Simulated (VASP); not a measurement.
# CsH (Pm-3m) in VASP: notebook, part 2 of 2

VASP 6.6.1. The steps go on from the part before.

### Step 3. Vibrations by perturbation theory, LDA

This run uses another cell than the first one, of 14.79 Å³/atom, 1.068 times its volume.

INCAR

```
SYSTEM = CsH
ALGO = Normal ; EDIFF = 1E-8
ENCUT = 520 ; IBRION = 8
ISIF = 2 ; ISMEAR = 0
LASPH = .True. ; LCHARG = .False.
LEPSILON = .True. ; LREAL = .False.
LWAVE = .False. ; NELM = 60
NSW = 1 ; PREC = Accurate
SIGMA = 0.01
```

KPOINTS

```
k-points
0
Gamma
  8 8 8
  0 0 0
```

POSCAR

```
CsH
1.0
    3.0927632309      0.0000000000      0.0000000000
    0.0000000000      3.0927632309      0.0000000000
    0.0000000000      0.0000000000      3.0927632309
Cs H
1 1
Direct
    0.0000000000      0.0000000000      0.0000000000
    0.5000000000      0.5000000000      0.5000000000
```

Potentials or basis: VASP PAW LDA potentials, release 64 (Cs_sv, H).

Run with:

```bash
> cat potpaw_LDA.64/Cs_sv/POTCAR potpaw_LDA.64/H/POTCAR > POTCAR
> mpirun -np 1 vasp_std > vasp.out
```

OUTCAR:

```text
SYSTEM = CsH
   EDIFF = 1E-8
   ENCUT = 520
   IBRION = 8
   ISIF = 2
   ISMEAR = 0
   LASPH = .True.
   LEPSILON = .True.
   LREAL = .False.
   NELM = 60
   NSW = 1
   PREC = Accurate

 ion  position               nearest neighbor table
   1  0.000  0.000  0.000-
   2  0.500  0.500  0.500-

  LATTYP: Found a simple cubic cell.
 ALAT       =     3.0927632309

  Lattice vectors:

 A1 = (   3.0927632309,   0.0000000000,   0.0000000000)
 A2 = (   0.0000000000,   3.0927632309,   0.0000000000)
 A3 = (   0.0000000000,   0.0000000000,   3.0927632309)

Analysis of symmetry for initial positions (statically):
=====================================================================
 Subroutine PRICEL returns:
 Original cell was already a primitive cell.

 Routine SETGRP: Setting up the symmetry group for a
 simple cubic supercell.

 Subroutine GETGRP returns: Found 48 space group operations
 (whereof 48 operations were pure point group operations)
 out of a pool of 48 trial point group operations.

The static configuration has the point symmetry O_h .

Analysis of symmetry for dynamics (positions and initial velocities):
=====================================================================
 Subroutine PRICEL returns:
 Original cell was already a primitive cell.

 Routine SETGRP: Setting up the symmetry group for a
 simple cubic supercell.

 Subroutine GETGRP returns: Found 48 space group operations
 (whereof 48 operations were pure point group operations)
 out of a pool of 48 trial point group operations.

The dynamic configuration has the point symmetry O_h .

 Subroutine INISYM returns: Found 48 space group operations
 (whereof 48 operations are pure point group operations),
 and found     1 'primitive' translations

----------------------------------------------------------------------------------------

                                     Primitive cell

  volume of cell :      29.5829

  direct lattice vectors                    reciprocal lattice vectors
     3.092763231  0.000000000  0.000000000     0.323335453  0.000000000  0.000000000
     0.000000000  3.092763231  0.000000000     0.000000000  0.323335453  0.000000000
     0.000000000  0.000000000  3.092763231     0.000000000  0.000000000  0.323335453

  length of vectors
     3.092763231  3.092763231  3.092763231     0.323335453  0.323335453  0.323335453

  position of ions in fractional coordinates (direct lattice)
     0.000000000  0.000000000  0.000000000
     0.500000000  0.500000000  0.500000000

[... 475 lines left out ...]

 PIEZOELECTRIC TENSOR FIELD DIRECTION 3  (C/m^2)
 -----------------------------------------------------------------------------
    -0.00159  0.00000 -0.00000
     0.00000 -0.00159  0.00000
     0.00000 -0.00000  0.00137

--------------------------------------- Ionic step        4  -------------------------------------------

------------------------ aborting loop because EDIFF is reached ----------------------------------------

[... ionic steps 5 to 6 ...]

--------------------------------------- Ionic step        7  -------------------------------------------

 Free energy of the ion-electron system (eV)
  ---------------------------------------------------
  ---------------------------------------------------
  free energy    TOTEN  =        -0.01728554 eV

  energy without entropy =       -0.01728554

------------------------ aborting loop because EDIFF is reached ----------------------------------------

 INTERNAL STRAIN TENSOR  FOR ION    2  DIRECTION 1   (eV/Angst):
 -----------------------------------------------------------------------------
    -0.00998  0.00000  0.00000
    -0.00000  0.00918 -0.00000
     0.00000 -0.00000  0.00918

 MACROSCOPIC STATIC DIELECTRIC TENSOR (including local field effects in DFT)
 ------------------------------------------------------
           6.391088    -0.000000     0.000000
           0.000000     6.391088    -0.000000
          -0.000000    -0.000000     6.391088
 ------------------------------------------------------

 PIEZOELECTRIC TENSOR (including local field effects)  for field in x, y, z        (e  Angst)
          XX          YY          ZZ          XY          YZ          ZX
  --------------------------------------------------------------------------------
  x     0.00000     0.00000     0.00000     0.00000     0.00000     0.00000
  y     0.00000     0.00000     0.00000     0.00000     0.00000     0.00000
  z     0.00000     0.00000     0.00000     0.00000     0.00000     0.00000

 PIEZOELECTRIC TENSOR (including local field effects)  for field in x, y, z        (C/m^2)
          XX          YY          ZZ          XY          YZ          ZX
  --------------------------------------------------------------------------------
  x     0.00000     0.00000     0.00000     0.00000     0.00000     0.00000
  y     0.00000     0.00000     0.00000     0.00000     0.00000     0.00000
  z     0.00000     0.00000     0.00000     0.00000     0.00000     0.00000

 BORN EFFECTIVE CHARGES (including local field effects) (in |e|, cummulative output)
 ---------------------------------------------------------------------------------
 ion    1
    1     1.23225    -0.00000    -0.00000
    2     0.00000     1.23225     0.00000
    3     0.00000     0.00000     1.23225
 ion    2
    1    -1.23225     0.00000     0.00000
    2     0.00000    -1.23225    -0.00000
    3    -0.00000    -0.00000    -1.23225

 INTERNAL STRAIN TENSOR FOR ION    2 for displacements in x,y,z  (eV/Angst):
          X           Y           Z          XY          YZ          ZX
  --------------------------------------------------------------------------------
  x     0.00000     0.00000     0.00000     0.00000     0.00000     0.00000
  y     0.00000     0.00000     0.00000     0.00000     0.00000     0.00000
  z     0.00000     0.00000     0.00000     0.00000     0.00000     0.00000

 SECOND DERIVATIVES (NOT SYMMETRIZED)
 ------------------------------------
               1X          1Y          1Z          2X          2Y          2Z
  1X    -2.911270   -0.000000    0.000000    2.911270    0.000000    0.000000
  1Y     0.000000   -2.911270   -0.000000   -0.000000    2.911270    0.000000
  1Z    -0.000000    0.000000   -2.911270    0.000000    0.000000    2.911270
  2X     2.908371   -0.000000   -0.000000   -2.908371    0.000000    0.000000
  2Y    -0.000000    2.908371   -0.000000    0.000000   -2.908371    0.000000
  2Z    -0.000000   -0.000000    2.908371    0.000000    0.000000   -2.908371

 Eigenvectors and eigenvalues of the dynamical matrix
 ----------------------------------------------------

   1 f  =   26.761167 THz   168.145374 2PiTHz  892.656462 cm-1   110.675246 meV
             X         Y         Z           dx          dy          dz
      0.000000  0.000000  0.000000    -0.000000    0.086462    0.000000
      1.546382  1.546382  1.546382    -0.000000   -0.996255    0.000000
[... 21 lines left out ...]
   6 f/i=    0.001148 THz     0.007214 2PiTHz    0.038300 cm-1     0.004749 meV
             X         Y         Z           dx          dy          dz
      0.000000  0.000000  0.000000    -0.000000   -0.000000    0.996255
      1.546382  1.546382  1.546382     0.000000    0.000000    0.086462

--------------------------------------------------------------------------------------------------------

 MACROSCOPIC STATIC DIELECTRIC TENSOR IONIC CONTRIBUTION
 ------------------------------------------------------
           3.191959     0.000000    -0.000000
           0.000000     3.191959     0.000000
          -0.000000     0.000000     3.191959
 ------------------------------------------------------

 ELASTIC MODULI CONTR FROM IONIC RELAXATION (kBar)
 Direction    XX          YY          ZZ          XY          YZ          ZX
 --------------------------------------------------------------------------------
 XX           0.0000      0.0000      0.0000      0.0000      0.0000      0.0000
 YY           0.0000      0.0000      0.0000      0.0000      0.0000      0.0000
 ZZ           0.0000      0.0000      0.0000      0.0000      0.0000      0.0000
 XY           0.0000      0.0000      0.0000      0.0000      0.0000      0.0000
 YZ           0.0000      0.0000      0.0000      0.0000      0.0000      0.0000
 ZX           0.0000      0.0000      0.0000      0.0000      0.0000      0.0000
 --------------------------------------------------------------------------------

 PIEZOELECTRIC TENSOR IONIC CONTR  for field in x, y, z        (C/m^2)
          XX          YY          ZZ          XY          YZ          ZX
  --------------------------------------------------------------------------------
  x     0.00000     0.00000     0.00000     0.00000     0.00000     0.00000
  y     0.00000     0.00000     0.00000     0.00000     0.00000     0.00000
  z     0.00000     0.00000     0.00000     0.00000     0.00000     0.00000
```

Run time: 77 s. Hardware: 1 thread of Intel Xeon 6975P-C (Granite Rapids), shared host; peak memory 0.18 GiB.

Results:

```yaml
Electronic_dielectric_tensor_diagonal: 6.39
Born_charges_mean_of_the_diagonal: Cs +1.23; H -1.23 e
Highest_phonon_frequency_at_Γ_LO-TO_splitting_left_out: 893 cm⁻¹
```

Phonon frequencies in cm⁻¹ (negative: imaginary):
```csv
q point,frequencies
"(0.000, 0.000, 0.000)",0 0 0 893 893 893
```

Electronic dielectric tensor:
```
6.39 0.00 0.00
0.00 6.39 0.00
0.00 0.00 6.39
```

Born effective charge tensors (e):
atom 1, Cs
```
1.23 0.00 0.00
0.00 1.23 0.00
0.00 0.00 1.23
```
atom 2, H
```
-1.23  0.00  0.00
 0.00 -1.23  0.00
 0.00  0.00 -1.23
```

Caveat: the cell wasn't relaxed at this level first, which shifts response properties; spin-orbit coupling is left out, which moves the levels of the heavy elements.
